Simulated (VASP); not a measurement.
# Sc2TiW9C6N6 (P1) in VASP: further runs, part 2 of 2

VASP 6.6.1. The steps go on from the part before.

### Step 4. Single point, PBE

The input, INCAR:

```
  PREC = Accurate
  ENCUT = 520
  EDIFF = 1E-6
  ISMEAR = 0
  SIGMA = 0.1
  LREAL = Auto
  LASPH = T
  NELM = 100
  ALGO = Normal
  ISIF = 2
  LWAVE = F
  LCHARG = F
  GGA = PE
  NBANDS = 125
  ISYM = 0
```

The input, KPOINTS:

```
Automatic mesh
0
Gamma
  3 3 2
  0 0 0.5
```

The input, POSCAR:

```
Sc2TiW9C6N6
1.0
   -4.3813828185     -4.3518314740     -0.0051357522
   -0.0512306271      4.4081978533      4.3889426352
   -4.4447001448      4.4100130482     -4.3395272029
C N Sc Ti W
6 6 2 1 9
Direct
    0.1738785009      0.3494479923      0.8388408099
    0.6414077340      0.2980898199      0.8106745742
    1.0178502867      0.5262678329      0.5010840095
    0.1674091563      0.8173731969      0.8448095988
    0.3385823827      0.1742992415      0.1739362013
    0.8269646646      0.1602799262      0.1639006096
    0.5085412321      0.5161529211      0.5128279219
    0.3243785929      0.6491092985      0.1481303404
    0.8365996663      0.6810412352      0.1634757963
    0.6696387871      0.8283487719      0.8447065295
    0.5093556170      0.0092478138      0.5120983004
   -0.0321500170      0.9758071603      0.4945423575
    0.6703261574      0.3522584479      0.3419068642
    0.1692140759      0.3350018590      0.3358764405
    0.3476778742      0.6794504658      0.6659544332
    0.4771243169     -0.0087020691      1.0157453748
    0.0281823263      0.0142040220      1.0021686631
    0.8694078148      0.2121008369      0.6605220180
    0.2809807353      0.1381867213      0.6788301318
    0.5010905706      0.4661949361     -0.0175130714
   -0.0470680441      0.4525998786     -0.0111401821
    0.8504385433      0.6682250764      0.6794522135
    0.6416123266      0.8483267512      0.3179879208
    0.1996332548      0.8363886869      0.3291269036
```

Potentials or basis: VASP PAW PBE potentials, release 64 (C, N, Sc_sv, Ti_sv, W_sv).

Launch:

```console
$ cat potpaw_PBE.64/C/POTCAR potpaw_PBE.64/N/POTCAR potpaw_PBE.64/Sc_sv/POTCAR potpaw_PBE.64/Ti_sv/POTCAR potpaw_PBE.64/W_sv/POTCAR > POTCAR
$ mpirun -np 1 vasp_std > vasp.out
```

OUTCAR:

```text
PREC = Accurate
   ENCUT = 520
   EDIFF = 1E-6
   ISMEAR = 0
   LREAL = Auto
   LASPH = T
   NELM = 100
   ISIF = 2
   GGA = PE
   ISYM = 0

 ion  position               nearest neighbor table
   1  0.174  0.349  0.839-  20 2.10  21 2.11  19 2.13  18 2.14  17 2.18  15 2.20
   2  0.641  0.298  0.811-  18 2.08  20 2.12  21 2.17  19 2.20  22 2.23  16 2.26
   3  0.018  0.526  0.501-  18 2.07  24 2.11  22 2.15  15 2.19  14 2.24  13 2.24
   4  0.167  0.817  0.845-  22 2.13  16 2.13  19 2.15  17 2.18  15 2.19  21 2.25
   5  0.339  0.174  0.174-  16 2.11  20 2.13  17 2.14  14 2.16  24 2.17  13 2.21
   6  0.827  0.160  0.164-  23 2.04  21 2.05  16 2.21  17 2.24  14 2.27  13 2.32
   7  0.509  0.516  0.513-  15 2.10  13 2.18  22 2.25  14 2.28  23 2.32  19 2.39
   8  0.324  0.649  0.148-  16 2.09  23 2.17  24 2.18  14 2.20  20 2.31  21 2.35
   9  0.837  0.681  0.163-  17 2.17  13 2.22  23 2.27  20 2.31  21 2.31  24 2.34
  10  0.670  0.828  0.845-  20 2.21  15 2.22  22 2.22  17 2.28  16 2.31  18 2.48
  11  0.509  0.009  0.512-  15 2.12  23 2.16  24 2.19  13 2.24  18 2.26  19 2.32
  12  0.968  0.976  0.495-  22 2.17  19 2.21  23 2.23  18 2.25  14 2.27  24 2.37
  13  0.670  0.352  0.342-   7 2.18   5 2.21   9 2.22   3 2.24  11 2.24   6 2.32  18 3.03  14 3.04
                            23 3.06  21 3.08  24 3.09  22 3.12  20 3.13  14 3.14  24 3.17  23 3.18
  14  0.169  0.335  0.336-   5 2.16   8 2.20   3 2.24  12 2.27   6 2.27   7 2.28  18 2.94  24 3.03
                            13 3.04  23 3.08  19 3.09  17 3.11  13 3.14  15 3.16  23 3.17  24 3.20
  15  0.348  0.679  0.666-   7 2.10  11 2.12   3 2.19   4 2.19   1 2.20  10 2.22  18 2.95  24 3.04
[... 5 lines left out ...]
  18  0.869  0.212  0.661-   3 2.07   2 2.08   1 2.14  12 2.25  11 2.26  10 2.48  19 2.80  21 2.85
                            22 2.90  14 2.94  15 2.95  13 3.03  17 3.22  23 3.31  22 3.33  16 3.41
  19  0.281  0.138  0.679-   1 2.13   4 2.15   2 2.20  12 2.21  11 2.32   7 2.39  17 2.79  18 2.80
                            22 2.82  20 2.96  15 3.08  14 3.09  16 3.16  24 3.18  15 3.18  13 3.29
  20  0.501  0.466  0.982-   1 2.10   2 2.12   5 2.13  10 2.21   8 2.31   9 2.31  21 2.83  17 2.89
                            16 2.89  22 2.96  19 2.96  15 3.11  13 3.13  14 3.21  23 3.33  21 3.34
  21  0.953  0.453  0.989-   6 2.05   1 2.11   2 2.17   4 2.25   9 2.31   8 2.35  20 2.83  18 2.85
                            22 2.92  16 2.92  17 2.98  13 3.08  14 3.20  17 3.29  16 3.33  20 3.34
  22  0.850  0.668  0.679-   4 2.13   3 2.15  12 2.17  10 2.22   2 2.23   7 2.25  19 2.82  18 2.90
                            21 2.92  20 2.96  15 3.04  17 3.12  13 3.12  15 3.14  24 3.24  18 3.33
  23  0.642  0.848  0.318-   6 2.04  11 2.16   8 2.17  12 2.23   9 2.27   7 2.32  24 2.69  16 2.83
                            13 3.06  15 3.07  14 3.08  17 3.16  14 3.17  13 3.18  18 3.31  20 3.33
  24  0.200  0.836  0.329-   3 2.11   5 2.17   8 2.18  11 2.19   9 2.34  12 2.37  23 2.69  16 2.80
                            14 3.03  15 3.04  13 3.09  17 3.11  13 3.17  19 3.18  14 3.20  22 3.24

IMPORTANT INFORMATION: All symmetrisations will be switched off!
NOSYMM: (Re-)initialisation of all symmetry stuff for point group C_1.

----------------------------------------------------------------------------------------

                                     Primitive cell

  volume of cell :     254.3781

  direct lattice vectors                    reciprocal lattice vectors
    -4.381382818 -4.351831474 -0.005135752    -0.151289702 -0.077561118  0.076135442
    -0.051230627  4.408197853  4.388942635    -0.074328485  0.074653841  0.151996337
    -4.444700145  4.410013048 -4.339527203    -0.074995836  0.075595737 -0.076802793

  length of vectors
     6.175352537  6.220743553  7.618075269     0.186281793  0.184934600  0.131292650

  position of ions in fractional coordinates (direct lattice)
     0.173878501  0.349447992  0.838840810
     0.641407734  0.298089820  0.810674574
     0.017850287  0.526267833  0.501084009
     0.167409156  0.817373197  0.844809599
     0.338582383  0.174299242  0.173936201
     0.826964665  0.160279926  0.163900610
[... 16 lines left out ...]
     0.641612327  0.848326751  0.317987921
[... 77 lines left out ...]
   ICHARG =      2    charge: 1-file 2-atom 10-const
   ISPIN  =      1    spin polarized calculation?
   LNONCOLLINEAR =      F non collinear calculations
   LSORBIT =      F    spin-orbit coupling
   LASPH  =      T    aspherical Exc in radial PAW
   ENCUT  =  520.0 eV  38.22 Ry    6.18 a.u.  11.48 11.57 14.16*2*pi/ulx,y,z
   NELM   =    100;   NELMIN=  2; NELMDL= -5     # of ELM steps
   EDIFF  = 0.1E-05   stopping-criterion for ELM
   LREAL  =      T    real-space projection
   EDIFFG = 0.1E-04   stopping-criterion for IOM
   NSW    =      0    number of steps for IOM
   IBRION =     -1    ionic relax: 0-MD 1-quasi-New 2-CG
   NFREE  =      0    steps in history (QN), initial steepest desc. (CG)
   ISIF   =      2    stress and relaxation
   ISYM   =      0    0-nonsym 1-usesym 2-fastsym
   POTIM  = 0.5000    time-step for ionic-motion
   TEBEG  =    0.0;   TEEND  =   0.0 temperature during run
   PSTRESS=    0.0 pullay stress
   NELECT =     214.0000    total number of electrons
   NUPDOWN=      -1.0000    fix difference up-down
   EMIN   =  10.00;   EMAX   =-10.00  energy-range for DOS
   EFERMI =   0.00;   METHOD = LEGACY
   ISMEAR =     0;   SIGMA  =   0.10  broadening in eV -4-tet -1-fermi 0-gaus
   EFERMI_NEDOS =   21; number of points for ismear=-14 and -15
   IALGO  =     38    algorithm
   IMIX   =      4    mixing-type and parameters
     AMIX     =   0.40;   BMIX     =  1.00
     AMIX_MAG =   1.60;   BMIX_MAG =  1.00
  volume/ion in A,a.u.               =      10.60        71.53
  Fermi-wavevector in a.u.,A,eV,Ry     =   1.545442  2.920463 32.496052  2.388392
  Thomas-Fermi vector in A             =   2.650820
   LORBIT       =      0    0 simple, 1 ext, 2 COOP (PROOUT), +10 PAW based schemes
   GGA     = PE    functional components
   LHFCALC =     F    Hartree Fock is set to
   AEXX    =    0.0000 exact exchange contribution
   IVDW    =     0    specifies the selected vdW correction
   LEPSILON=     F    determine dielectric tensor
   LRPA    =     F    only Hartree local field effects (RPA)
 non-spin polarized calculation
 Gauss-broadening in eV      SIGMA  =   0.10
  energy-cutoff  :      520.00
  volume of cell :      254.38
 maximum number of plane-waves:      6861
 NGX is ok and might be reduce to    48
   NGX = 23   NGY = 23   NGZ = 29

 number of electron     214.0000003 magnetization

 Free energy of the ion-electron system (eV)
  ---------------------------------------------------
  ext. energy  EPLUGINS =         0.00000000
  ---------------------------------------------------
  free energy    TOTEN  =      -249.57847709 eV

  energy without entropy =     -249.54551786  energy(sigma->0) =     -249.56199748

 E-fermi :  11.1215     XC(G=0): -13.3380

 val. band max:       11.1039813430   @ k =   0.0000   0.3333   0.2500
 cond. band min:      11.1522244397   @ k =   0.3333   0.0000   0.2500
 fundamental gap:      0.0482430967
 Fermi energy:        11.1215325199

 k-point     1 :       0.0000   -0.0000    0.2500
  band No.  band energies     occupation
      1     -64.1460      2.00000
      2     -64.1334      2.00000
      3     -64.1070      2.00000
      4     -64.0919      2.00000
      5     -64.0176      2.00000
      6     -63.9951      2.00000
[... 1087 lines left out ...]
    118      12.7005      0.00000
    119      12.8325      0.00000
 [bands above 119 left out]

------------------------ aborting loop because EDIFF is reached ----------------------------------------

  FORCE on cell =-STRESS in cart. coord.  units (eV):
  Direction    XX          YY          ZZ          XY          YZ          ZX
  --------------------------------------------------------------------------------------
  -------------------------------------------------------------------------------------
  Total        1.2081438      1.3242129      1.2721333     -0.0756979      0.0934460     -0.0419462
  in kB        7.6093836      8.3404342      8.0124154     -0.4767761      0.5885612     -0.2641941
  external PRESSURE =       7.9874111 kB  Pullay stress =       0.0000000 kB

 VOLUME and BASIS-vectors are now :
 -----------------------------------------------------------------------------
  energy-cutoff  :      520.00
  volume of cell :      254.38
      direct lattice vectors                 reciprocal lattice vectors
    -4.381382818 -4.351831474 -0.005135752    -0.151289702 -0.077561118  0.076135442
    -0.051230627  4.408197853  4.388942635    -0.074328485  0.074653841  0.151996337
    -4.444700145  4.410013048 -4.339527203    -0.074995836  0.075595737 -0.076802793

 POSITION                                       TOTAL-FORCE (eV/Angst)
 -----------------------------------------------------------------------------------
     -4.50813      4.48304     -2.10736        -0.001683      0.015019      0.014655
     -6.42873      2.09783     -2.21294         0.010534     -0.011863      0.004221
     -2.33234      4.45200      0.13520        -0.021721      0.013078      0.003075
     -4.53028      6.60023     -0.07953        -0.009655     -0.015632     -0.018022
     -2.26548      0.06195      0.00845         0.012596     -0.008069      0.000367
     -4.35995     -2.16946     -0.01204        -0.002902     -0.007788     -0.000863
[... 16 lines left out ...]
     -4.26797      2.34973      2.34005        -0.017061     -0.006947     -0.011672
     -2.38039      4.26965      2.24158         0.018340      0.038465     -0.002651
 -----------------------------------------------------------------------------------
    total drift:                               -0.009854      0.002692     -0.011059

  FREE ENERGIE OF THE ION-ELECTRON SYSTEM (eV)
  ---------------------------------------------------
  free  energy   TOTEN  =      -249.5784770905 eV

  energy  without entropy=     -249.5455178646  energy(sigma->0) =     -249.56199748
```

Wall time 11 min (1 thread of AMD EPYC 9R45 (Zen 5), shared host); peak memory 0.46 GiB.

What came out:

```yaml
Free_energy: -249.5785 eV
Pressure: 0.8 GPa
Largest_force: 0.044 eV/Å
Band_gap_on_the_k_mesh: 0.05 eV (least direct gap 0.18 eV)
```

Forces in eV/Å, atoms in the order of the input:
```
C   -0.002  0.015  0.015
C    0.011 -0.012  0.004
C   -0.022  0.013  0.003
C   -0.010 -0.016 -0.018
C    0.013 -0.008  0.000
C   -0.003 -0.008 -0.001
N   -0.004  0.024 -0.011
N    0.019 -0.034 -0.007
N   -0.014  0.014  0.005
N    0.005  0.003  0.034
N   -0.010  0.024 -0.015
N    0.007 -0.029  0.006
Sc  -0.009 -0.011 -0.009
Sc   0.003 -0.008  0.003
Ti   0.000  0.007 -0.002
W   -0.005 -0.033  0.029
W    0.014  0.008 -0.007
W    0.009  0.017 -0.038
W   -0.020 -0.016  0.016
W    0.013  0.031  0.006
W   -0.013 -0.003  0.022
W    0.018 -0.009 -0.020
W   -0.017 -0.007 -0.012
W    0.018  0.038 -0.003
```

Levels at points of the mesh, in eV from the valence-band top:
| k point | band 105 | band 106 | band 107 | band 108 | band 109 | band 110 |
| --- | --- | --- | --- | --- | --- | --- |
| (0.00, 0.00, 0.25) | -0.81 | -0.34 | -0.11 | 0.06 | 0.38 | 0.49 |

Caveat: spin-orbit coupling is left out, which moves the levels of the heavy elements; a shifted mesh leaves out Γ, where band edges can lie. A k mesh can miss the band edges.

### Step 5. Summary

```tsv
cell	gap on the mesh (eV)	pressure (GPa)	largest force (eV/Å)
a = 6.201, b = 6.178, c = 7.690 Å, angles 89.5, 90.8, 120.4°, 24 atoms, atomic positions A	none	1.0	0.05
a = 6.188, b = 6.190, c = 7.687 Å, angles 90.8, 90.0, 120.0°, 24 atoms, atomic positions B	none	0.9	0.05
a = 6.175, b = 6.221, c = 7.618 Å, angles 89.2, 89.6, 119.6°, 24 atoms, atomic positions C	0.05	0.8	0.04
```

Alike in all rows: task single point; level PBE; potentials or basis VASP PAW PBE potentials, release 64 (C, N, Sc_sv, Ti_sv, W_sv); no spin polarisation; k mesh 3 × 3 × 2, shifted; cutoff (eV) 520; smearing gaussian 0.1 eV.

Caveats: some runs use coarse meshes; spin-orbit coupling is left out, which moves the levels of the heavy elements; a shifted mesh leaves out Γ, where band edges can lie (at least some runs).

Total energies depend on the potentials used, so only differences within one code and one set of settings carry meaning.

The gap in the log of VASP goes by the Fermi energy; the results here count the filled bands.